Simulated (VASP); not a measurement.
Wanted: the native input for a VASP 6.6.1 run.

- Task: single point
- Functional: PBEsol
- Potentials or basis: VASP PAW PBE potentials, release 64 (Tl_d)
- Cutoff: 520 eV
- k mesh: 17 × 17 × 9
- Occupations: fermi-dirac, width 0.05 eV
- Spin: no spin polarisation
- Dipole correction: no
- Further INCAR settings: ALGO = Normal; EDIFF = 1e-07; NBANDS = 20

The structure of Tl lies in POSCAR:

```
Tl
1.0
    3.4593843562      0.0000000000      0.0000000000
   -1.7296921781      2.9959147340      0.0000000000
    0.0000000000      0.0000000000      5.5206385324
Tl
2
Direct
    0.3333333333      0.6666666667      0.2500000000
    0.6666666667      0.3333333333      0.7500000000
```

These files were run (other wordings do the same):

INCAR

```
SYSTEM = Tl
PREC     = Accurate       ! precision mode
ENCUT    = 520            ! plane-wave cutoff, eV
EDIFF    = 1E-7           ! SCF threshold, eV
ISMEAR   = -1             ! smearing method
SIGMA    = 0.05           ! smearing width, eV
LREAL    = .FALSE.        ! projectors in reciprocal space
LASPH    = .TRUE.         ! aspherical terms in the spheres
NELM     = 60             ! most SCF steps
ALGO     = Normal         ! electronic algorithm
ISIF     = 2              ! what is computed and relaxed
LWAVE    = .FALSE.        ! write WAVECAR
LCHARG   = .TRUE.         ! write CHGCAR
GGA      = PS             ! functional
LELF     = .TRUE.         ! ELF
LVHAR    = .TRUE.       
NBANDS   = 20             ! bands
```

KPOINTS

```
regular mesh
0
G
  17 17 9
  0 0 0
```

Potentials or basis: VASP PAW PBE potentials, release 64 (Tl_d).

The run is started by

```console
$ cat potpaw_PBE.64/Tl_d/POTCAR > POTCAR
$ mpirun -np 1 vasp_std > vasp.out
```

It gave:

| Property | Result |
| --- | --- |
| Pressure | -0.1 GPa |
| Band gap on the k mesh | zero (bands 13 and 14 overlap by 4.66 eV) |

Caveat: the PAW data sets were made with another functional, which shifts forces and pressure a little; spin-orbit coupling is left out, which moves the levels of the heavy elements.

It took 51 s on 1 thread of AMD EPYC 9R45 96-Core Processor (Zen 5) (shared host), peak memory 0.25 GiB.
